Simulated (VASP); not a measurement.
Write the native input for VASP 6.6.1 that does the following.

- Task: single point
- Functional: PBE
- Potentials or basis: VASP PAW PBE potentials, release 64 (Al, Au)
- Cutoff: 520 eV
- k mesh: 12 × 12 × 12
- Occupations: gaussian, width 0.1 eV
- Spin: no spin polarisation
- Dipole correction: no
- Further INCAR settings: ALGO = Fast; EDIFF = 1e-06; NBANDS = 16

The structure of Al2Au lies in POSCAR:

```
Al2Au
1.0
    0.0000000000      3.0603959932      3.0603959932
    3.0603959932      0.0000000000      3.0603959932
    3.0603959932      3.0603959932      0.0000000000
Al Au
2 1
Direct
    0.2500000000      0.2500000000      0.2500000000
    0.7500000000      0.7500000000      0.7500000000
    0.0000000000      0.0000000000      0.0000000000
```

This cell differs from its parent crystal: volume scaled by 1.03.

These files were run (other wordings do the same):

INCAR

```
SYSTEM = Al2Au
  ALGO = Fast
  EDIFF = 1E-6
  ENCUT = 520
  GGA = PE
  ISIF = 2
  ISMEAR = 0
  LASPH = .True.
  LCHARG = .False.
  LREAL = .False.
  LWAVE = .False.
  NBANDS = 16
  NELM = 80
  PREC = Accurate
  SIGMA = 0.1
```

KPOINTS

```
k-points
0
Gamma
  12 12 12
  0 0 0
```

Potentials or basis: VASP PAW PBE potentials, release 64 (Al, Au).

Run with:

```bash
$ cat potpaw_PBE.64/Al/POTCAR potpaw_PBE.64/Au/POTCAR > POTCAR
$ mpirun -np 1 vasp_std > vasp.out
```

It gave:

| Property | Result |
| --- | --- |
| Pressure | -3.1 GPa |

Run time: 36 s on 1 thread of Intel(R) Xeon(R) Platinum 8488C (Sapphire Rapids), on a shared host, peak memory 0.21 GiB.
